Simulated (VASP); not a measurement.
# Pb: single point with PBEsol

Crystal: Pb.

```xyz
2
Lattice="3.5002 0.0000 0.0000 -1.7501 3.0313 0.0000 0.0000 0.0000 5.7158" Properties=species:S:1:pos:R:3 pbc="T T T"
Pb    0.0000    0.0000    0.0000
Pb    0.0000    2.0208    2.8579
```

| Item | Value |
| --- | --- |
| Program | VASP 6.6.1 |
| Task | single point |
| Functional | PBEsol |
| Potentials or basis | VASP PAW PBE potentials, release 64 (Pb_d) |
| Cutoff | 500 eV |
| k mesh | 6 × 6 × 4 |
| Occupations | gaussian, width 0.1 eV |
| Spin | no spin polarisation |
| Dipole correction | no |
| Further INCAR settings | ALGO = Normal; EDIFF = 1e-06; NBANDS = 21 |

```json
{"Pressure": "-0.3 GPa", "Band gap on the k mesh": "zero (band 14 reaches 12.66 eV, above the bottom of band 15 at 5.30 eV)"}
```

Stress tensor (GPa, compression positive):
```
-0.18  0.00  0.00
 0.00 -0.18  0.00
 0.00  0.00 -0.45
```

Levels at points of the mesh, in eV from the Fermi level:
| k point | band 10 | band 11 | band 12 | band 13 | band 14 | band 15 | band 16 | band 17 | band 18 | band 19 |
| --- | --- | --- | --- | --- | --- | --- | --- | --- | --- | --- |
| (0.00, 0.00, 0.00) | -16.68 | -11.73 | -8.10 | -4.17 | 5.60 | 5.60 | 7.38 | 7.38 | 7.58 | 8.79 |
| (0.50, 0.00, 0.00) | -16.65 | -8.28 | -7.09 | -2.91 | -1.47 | -0.47 | 1.76 | 2.08 | 5.61 | 6.19 |
| (0.00, 0.00, 0.50) | -16.74 | -10.53 | -10.53 | 0.78 | 0.78 | 6.44 | 6.44 | 6.44 | 6.44 | 9.29 |
| (0.50, 0.00, 0.50) | -16.66 | -7.51 | -7.51 | -3.66 | -3.66 | 3.44 | 3.44 | 3.55 | 3.55 | 6.90 |

Wall time 19 s on 1 thread of Intel(R) Xeon(R) Platinum 8375C CPU @ 2.90GHz (Ice Lake), on a shared host, peak memory 0.17 GiB.

Caveat: the PAW data sets were made with another functional, which shifts forces and pressure a little; spin-orbit coupling is left out, which moves the levels of the heavy elements.
